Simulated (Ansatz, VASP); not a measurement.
# FeSi in VASP and in Ansatz

```
Fe Si
1.0
     4.53499    0.00000    0.00000
     0.00000    4.53499    0.00000
     0.00000    0.00000    4.53499
Fe Si
4 4
Direct
  0.13289 0.13289 0.13289
  0.36711 0.86711 0.63289
  0.63289 0.36711 0.86711
  0.86711 0.63289 0.36711
  0.83935 0.83935 0.83935
  0.66065 0.16065 0.33935
  0.33935 0.66065 0.16065
  0.16065 0.33935 0.66065
```

Alike in both runs: functional PBE; k mesh 8 × 8 × 8; occupations gaussian, width 0.01 eV; no spin polarisation.

Ansatz relaxed the structure, and its values are those at the end. VASP's run is a single point on that final structure, the one shown.

|  | VASP | Ansatz |
| --- | --- | --- |
| version | VASP 6.6.1 | Ansatz 0.2.0 |
| potentials or method | VASP PAW PBE potentials, release 64 (Fe, Si), cutoff 520 eV | scalar-relativistic, all-electron LAPW |

Ansatz gave:

```
gap on the k mesh at the Fermi level (eV) : 0.18
least direct gap on the mesh (eV)         : 0.18
pressure (GPa)                            : -11.0
rms of the force components (eV/Å)        : 0.001
```

Q: Estimate VASP's values.

A: gap on the k mesh at the Fermi level (eV): 0.16; least direct gap on the mesh (eV): 0.18; pressure (GPa): -10.8; rms of the force components (eV/Å): 0.012.

Ansatz ran all-electron here, and VASP with PAW potentials.
